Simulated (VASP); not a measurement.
A run of VASP 6.6.1:

The input INCAR:

```
PREC = Accurate ; ENCUT = 600
EDIFF = 1E-6 ; ISMEAR = 0
SIGMA = 0.02 ; LREAL = False
LASPH = True ; NELM = 100
ALGO = Normal ; ISIF = 3
LWAVE = False ; LCHARG = False
GGA = PS ; IBRION = 2
NSW = 100 ; EDIFFG = -0.005
```

Contents of KPOINTS:

```
regular mesh
0
Gamma
  6 6 4
```

File POSCAR:

```
Sr2H3I
1.0
    4.2427287671      0.0000000000      0.0000000000
   -2.1213643835      3.6743108937      0.0000000000
    0.0000000000      0.0000000000      7.6827474300
Sr H I
2 3 1
Direct
    0.6666666700      0.3333333300      0.6786552900
    0.3333333300      0.6666666700      0.3213447100
    0.0000000000      0.0000000000      0.5000000000
    0.6666666700      0.3333333300      0.3572515000
    0.3333333300      0.6666666700      0.6427485000
    0.0000000000      0.0000000000      0.0000000000
```

Potentials or basis: VASP PAW PBE potentials, release 64 (Sr_sv, H, I).

Launch:

```sh
$ cat potpaw_PBE.64/Sr_sv/POTCAR potpaw_PBE.64/H/POTCAR potpaw_PBE.64/I/POTCAR > POTCAR
$ mpirun -np 1 vasp_std > vasp.out
```

Hardware: 1 thread of Intel(R) Xeon(R) Platinum 8488C (Sapphire Rapids), on a shared host.

Task: Estimate the wall time of this run.

Result: Wall time 3.9 min on 1 thread of Intel(R) Xeon(R) Platinum 8488C (Sapphire Rapids), with other jobs on the host, peak memory 0.32 GiB. Counts: scf iterations 71, k points 24, ion steps 10.
